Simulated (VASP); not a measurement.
# CuO (C2/c) in VASP: notebook, part 2 of 2

VASP 6.6.1. Earlier steps stand in the parts before.

**3. Single point, PBE**

File INCAR:

```
ALGO = Normal ; EDIFF = 1E-7
ENCUT = 520 ; GGA = PE
ISIF = 2 ; ISMEAR = 0
LASPH = T ; LCHARG = F
LREAL = F ; LWAVE = F
NBANDS = 25 ; NELM = 100
PREC = Accurate ; SIGMA = 0.026000000000000002
```

File KPOINTS:

```
k-points
0
Gamma
  10 10 5
```

File POSCAR:

```
CuO
1.0
    2.3418500000     -1.7113000000      0.0000000000
    2.3418500000      1.7113000000      0.0000000000
   -0.8500274268      0.0000000000      5.0578693947
Cu O
2 2
Direct
    0.5000000000      0.0000000000      0.5000000000
    0.0000000000      0.5000000000      0.0000000000
    0.4184000000      0.5816000000      0.7500000000
    0.5816000000      0.4184000000      0.2500000000
```

Potentials or basis: VASP PAW PBE potentials, release 64 (Cu, O).

Started as:

```
$ cat potpaw_PBE.64/Cu/POTCAR potpaw_PBE.64/O/POTCAR > POTCAR
$ mpirun -np 1 vasp_std > vasp.out
```

OUTCAR:

```text
EDIFF = 1E-7
   ENCUT = 520
   GGA = PE
   ISIF = 2
   ISMEAR = 0
   LASPH = T
   LREAL = F
   NELM = 100
   PREC = Accurate

 ion  position               nearest neighbor table
   1  0.500  0.000  0.500-   3 1.95   4 1.95   4 1.96   3 1.96
   2  0.000  0.500  0.000-   4 1.95   3 1.95   4 1.96   3 1.96
   3  0.418  0.582  0.750-   2 1.95   1 1.95   2 1.96   1 1.96
   4  0.582  0.418  0.250-   1 1.95   2 1.95   2 1.96   1 1.96

[... 875 lines left out ...]

  FORCE on cell =-STRESS in cart. coord.  units (eV):
  Direction    XX          YY          ZZ          XY          YZ          ZX
  --------------------------------------------------------------------------------------
  -------------------------------------------------------------------------------------
  Total        1.5884205      1.8157221      1.4130423      0.0000000      0.0000000     -0.3391526
  in kB       62.7759405     71.7591244     55.8448207      0.0000000      0.0000000    -13.4036457
  external PRESSURE =      63.4599618 kB  Pullay stress =       0.0000000 kB

 VOLUME and BASIS-vectors are now :
 -----------------------------------------------------------------------------
  energy-cutoff  :      520.00
  volume of cell :       40.54
      direct lattice vectors                 reciprocal lattice vectors
     2.341850000 -1.711300000  0.000000000     0.213506416 -0.292175539  0.035881968
     2.341850000  1.711300000  0.000000000     0.213506416  0.292175539  0.035881968
    -0.850027427  0.000000000  5.057869395     0.000000000  0.000000000  0.197711709

 POSITION                                       TOTAL-FORCE (eV/Angst)
 -----------------------------------------------------------------------------------
      0.74591     -0.85565      2.52893        -0.000000     -0.000000     -0.000000
      1.17092      0.85565      0.00000        -0.000000     -0.000000     -0.000000
      1.70433      0.27928      3.79340         0.000000     -0.218211      0.000000
      2.12934     -0.27928      1.26447         0.000000      0.218211     -0.000000
 -----------------------------------------------------------------------------------
    total drift:                                0.000000      0.000000     -0.000000

  FREE ENERGIE OF THE ION-ELECTRON SYSTEM (eV)
  ---------------------------------------------------
  free  energy   TOTEN  =       -19.5215728854 eV

  energy  without entropy=      -19.5206955453  energy(sigma->0) =      -19.52113422
```

It took 85 s on 1 thread of AMD EPYC 9R45 (Zen 5), shared host; peak memory 0.22 GiB.

Results:

```yaml
Free_energy: -19.5216 eV
Pressure: 6.3 GPa
Largest_force: 0.218 eV/Å
Band_gap_on_the_k_mesh: zero (bands 17 and 18 overlap by 0.60 eV)
```

Forces in eV/Å, atoms in the order of the input:
```
Cu   0.000  0.000  0.000
Cu   0.000  0.000  0.000
O    0.000 -0.218  0.000
O    0.000  0.218  0.000
```

Caveat: the cell stands under pressure; semilocal functionals often make such compounds metallic where correlation or magnetic order opens a gap, which also shifts bond lengths. With open d or f shells a metallic result of PBE can be an artefact of self-interaction; +U or a hybrid may open a gap.

**4. Single point, PBEsol+U**

File INCAR:

```
SYSTEM = CuO
ALGO     = Normal         ! electronic algorithm
EDIFF    = 1E-6           ! SCF threshold, eV
ENCUT    = 520            ! plane-wave cutoff, eV
GGA      = PS             ! functional
ISIF     = 2              ! what is computed and relaxed
ISMEAR   = -1             ! smearing method
LASPH    = .TRUE.         ! aspherical terms in the spheres
LCHARG   = .TRUE.         ! write CHGCAR
LDAU     = .TRUE.         ! DFT+U
LDAUJ    = 0 0          
LDAUL    = 2 -1           ! shell
LDAUPRINT= 1            
LDAUTYPE = 2            
LDAUU    = 1 0            ! U, eV
LELF     = .TRUE.         ! ELF
LMAXMIX  = 4              ! l up to which the mixer works
LREAL    = .FALSE.        ! projectors in reciprocal space
LVHAR    = .TRUE.       
LWAVE    = .FALSE.        ! write WAVECAR
NBANDS   = 25             ! bands
NELM     = 150            ! most SCF steps
PREC     = Accurate       ! precision mode
SIGMA    = 0.05           ! smearing width, eV
```

File KPOINTS:

```
k-points
0
G
  10 10 5
  0 0 0
```

POSCAR is that of step 3.

Started as:

```
$ cat potpaw_PBE.64/Cu/POTCAR potpaw_PBE.64/O/POTCAR > POTCAR
$ mpirun -np 1 vasp_std > vasp.out
```

Wall time 62 s (1 thread of Intel Xeon 6975P-C (Granite Rapids), shared host); peak memory 0.24 GiB.

The run converged. Its results:

```yaml
Free_energy: -20.6433 eV
Pressure: -2.9 GPa
Largest_force: 0.311 eV/Å
Band_gap_on_the_k_mesh: zero (bands 17 and 18 overlap by 0.63 eV)
```

Forces on the atoms (eV/Å):
```
Cu   0.000  0.000  0.000
Cu   0.000  0.000  0.000
O    0.000 -0.311  0.000
O    0.000  0.311  0.000
```

Stress tensor (GPa, compression positive):
```
-3.24  0.00 -0.45
 0.00 -0.69  0.00
-0.45  0.00 -4.66
```

Levels at points of the mesh, in eV from the Fermi level:
```csv
k point,band 15,band 16,band 17,band 18,band 19,band 20
"(0.00, 0.00, 0.00)",-2.34,-1.81,0.23,0.96,1.71,6.02
"(0.50, 0.00, 0.00)",-1.58,-1.54,0.02,0.27,4.88,6.33
"(0.50, 0.50, 0.00)",-1.73,-1.35,-0.71,1.09,3.35,7.11
```

Eigenvalues of the final occupation matrices:
| site | spin | trace | eigenvalues |
| --- | --- | --- | --- |
| site 1 d | 1 | 4.59 | 0.78 0.93 0.96 0.96 0.97 |
| site 1 d | 2 | 4.59 | 0.78 0.93 0.96 0.96 0.97 |
| site 2 d | 1 | 4.59 | 0.78 0.93 0.96 0.96 0.97 |
| site 2 d | 2 | 4.59 | 0.78 0.93 0.96 0.96 0.97 |

Caveat: the PAW data sets were made with another functional, which shifts forces and pressure a little; U without spin polarisation on a metal has little footing.

**5. Single point, PBEsol+U**

File INCAR:

```
SYSTEM = CuO
ALGO = Normal
EDIFF = 1E-6
ENCUT = 520
GGA = PS
ISIF = 2
ISMEAR = -1
LASPH = .TRUE.
LCHARG = .TRUE.
LDAU = .TRUE.
LDAUJ = 0 0
LDAUL = 2 -1
LDAUPRINT = 1
LDAUTYPE = 2
LDAUU = 2 0
LELF = .TRUE.
LMAXMIX = 4
LREAL = .FALSE.
LVHAR = .TRUE.
LWAVE = .FALSE.
NBANDS = 25
NELM = 150
PREC = Accurate
SIGMA = 0.05
```

KPOINTS is that of step 4.

POSCAR is that of step 4.

Started as:

```
$ cat potpaw_PBE.64/Cu/POTCAR potpaw_PBE.64/O/POTCAR > POTCAR
$ mpirun -np 1 vasp_std > vasp.out
```

Wall time 62 s (1 thread of Intel Xeon 6975P-C (Granite Rapids), shared host); peak memory 0.24 GiB.

The run converged. Its results:

| Item | Value |
| --- | --- |
| Free energy | -19.9588 eV |
| Pressure | -3.6 GPa |
| Largest force | 0.304 eV/Å |
| Band gap on the k mesh | zero (bands 17 and 18 overlap by 0.64 eV) |

Forces on the atoms (eV/Å):
```
Cu   0.000  0.000  0.000
Cu   0.000  0.000  0.000
O    0.000 -0.304  0.000
O    0.000  0.304  0.000
```

Stress tensor (GPa, compression positive):
```
-3.93  0.00 -0.32
 0.00 -1.39  0.00
-0.32  0.00 -5.47
```

Levels at points of the mesh, in eV from the Fermi level:
```
           k point  band 13  band 14  band 15  band 16  band 17  band 18  band 19  band 20  band 21  band 22
(0.00, 0.00, 0.00)    -2.61    -2.54    -2.52    -1.97     0.23     0.97     1.76     6.12     8.24    13.49
(0.50, 0.00, 0.00)    -2.42    -1.89    -1.68    -1.65     0.03     0.29     4.98     6.43     7.06    11.19
(0.50, 0.50, 0.00)    -2.54    -2.49    -1.79    -1.50    -0.78     1.10     3.46     7.20     8.68    10.15
```

Eigenvalues of the final occupation matrices:
```tsv
site	spin	trace	eigenvalues
site 1 d	1	4.61	0.78 0.94 0.96 0.96 0.97
site 1 d	2	4.61	0.78 0.94 0.96 0.96 0.97
site 2 d	1	4.61	0.78 0.94 0.96 0.96 0.97
site 2 d	2	4.61	0.78 0.94 0.96 0.96 0.97
```

Caveat: the cell stands under tension; the PAW data sets were made with another functional, which shifts forces and pressure a little; U without spin polarisation on a metal has little footing.

**6. The runs side by side**

```csv
level,U,smearing,gap on the mesh (eV),pressure (GPa),largest force (eV/Å)
PBE,-,gaussian 0.025 eV,none,6.3,0.22
PBE,-,gaussian 0.026 eV,none,6.3,0.22
PBEsol+U,Cu d U = 1.0 eV,fermi-dirac 0.05 eV,none,-2.9,0.31
PBEsol+U,Cu d U = 2.0 eV,fermi-dirac 0.05 eV,none,-3.6,0.30
```

Alike in all rows: task single point; potentials or basis VASP PAW PBE potentials, release 64 (Cu, O); no spin polarisation; cell as given; k mesh 10 × 10 × 5; cutoff (eV) 520.

The pressure there spans -3.6 GPa (PBEsol+U) to 6.3 GPa (PBE); a positive pressure means that this level wants a larger cell, a negative one a smaller.

Caveats: the cell stands under pressure (at least some runs); semilocal functionals often make such compounds metallic where correlation or magnetic order opens a gap, which also shifts bond lengths (at least some runs); the PAW data sets were made with another functional, which shifts forces and pressure a little (at least some runs); U without spin polarisation on a metal has little footing (at least some runs); the cell stands under tension (at least some runs).

Total energies depend on the potentials used, so only differences within one code and one set of settings carry meaning.
